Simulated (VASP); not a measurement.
A run of VASP 6.6.1 is set up as follows.

The input INCAR:

```
ALGO = Normal
EDIFF = 1E-6
ENCUT = 520
GGA = PS
ISIF = 2
ISMEAR = 0
LASPH = True
LCHARG = False
LREAL = False
LWAVE = False
NBANDS = 13
NELM = 60
PREC = Accurate
SIGMA = 0.1
```

KPOINTS

```
k-points
0
Gamma
  12 12 12
```

Contents of POSCAR:

```
Se
1.0
    0.0000000000      3.1118728895      3.1118728895
    3.1118728895      0.0000000000      3.1118728895
    3.1118728895      3.1118728895      0.0000000000
Se
2
Direct
    0.5000000000      0.5000000000      0.5000000000
    0.7500000000      0.7500000000      0.7500000000
```

Potentials or basis: VASP PAW PBE potentials, release 64 (Se).

Launch:

```bash
$ cat potpaw_PBE.64/Se/POTCAR > POTCAR
$ mpirun -np 1 vasp_std > vasp.out
```

Task: What does it give for the band gap on the k mesh?

Result: Zero (bands 6 and 7 overlap by 1.12 eV).

Task: What does it give for the pressure?

Result: 0.0 GPa.

Caveat: the PAW data sets were made with another functional, which shifts forces and pressure a little.
